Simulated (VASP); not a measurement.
Write the native input for VASP 6.6.1 that does the following.

```
Task                   : single point
Functional             : r2SCAN
Potentials or basis    : VASP PAW PBE potentials, release 64 (Ge_d)
Cutoff                 : 520 eV
k mesh                 : 6 × 6 × 4
Occupations            : fermi-dirac, width 0.02 eV
Spin                   : no spin polarisation
Dipole correction      : no
Further INCAR settings : ALGO = Normal; EDIFF = 1e-06; NBANDS = 36
```

Crystal: Ge.

```
Ge
1.0
     3.91601    0.00000    0.00000
    -1.95800    3.39136    0.00000
     0.00000    0.00000    6.45823
Ge
4
Direct
  0.33333 0.66667 0.00037
  0.66667 0.33333 0.50037
  0.33333 0.66667 0.37463
  0.66667 0.33333 0.87463
```

This cell differs from its parent crystal: volume changed by -6%.

One way to write it, as run:

POSCAR

```
Ge
1.0
    3.9160083261      0.0000000000      0.0000000000
   -1.9580041630      3.3913626919      0.0000000000
    0.0000000000      0.0000000000      6.4582344185
Ge
4
Direct
    0.3333333333      0.6666666667      0.0003695991
    0.6666666667      0.3333333333      0.5003695991
    0.3333333333      0.6666666667      0.3746304009
    0.6666666667      0.3333333333      0.8746304009
```

INCAR.step1

```
PREC = Accurate ; ENCUT = 520
ISMEAR = -1 ; SIGMA = 0.02
LREAL = F ; LASPH = T
NELM = 60 ; NBANDS = 36
GGA = PE ; ALGO = Normal
EDIFF = 1E-4 ; LWAVE = T
LCHARG = F
```

INCAR.step2

```
PREC = Accurate ; ENCUT = 520
EDIFF = 1E-6 ; ISMEAR = -1
SIGMA = 0.02 ; LREAL = F
LASPH = T ; NELM = 60
ALGO = Normal ; ISIF = 2
LWAVE = F ; LCHARG = F
METAGGA = R2SCAN ; LMIXTAU = T
NBANDS = 36 ; ISTART = 1
```

KPOINTS

```
Automatic mesh
0
Gamma
  6 6 4
```

Potentials or basis: VASP PAW PBE potentials, release 64 (Ge_d).

Run with:

```bash
$ cat potpaw_PBE.64/Ge_d/POTCAR > POTCAR
$ cp INCAR.step1 INCAR
$ mpirun -np 1 vasp_std > vasp.out
$ cp INCAR.step2 INCAR
$ mpirun -np 1 vasp_std > vasp.out
```

Results of the run:

| Item | Value |
| --- | --- |
| Pressure | 5.2 GPa |
| Largest force | 0.030 eV/Å |
| Band gap on the k mesh | 0.22 eV, direct |

Caveat: the PAW data sets were made with another functional, which shifts forces and pressure a little.

Wall time 110 s on 1 thread of Intel(R) Xeon(R) 6975P-C (Granite Rapids), on a shared host, peak memory 0.22 GiB.
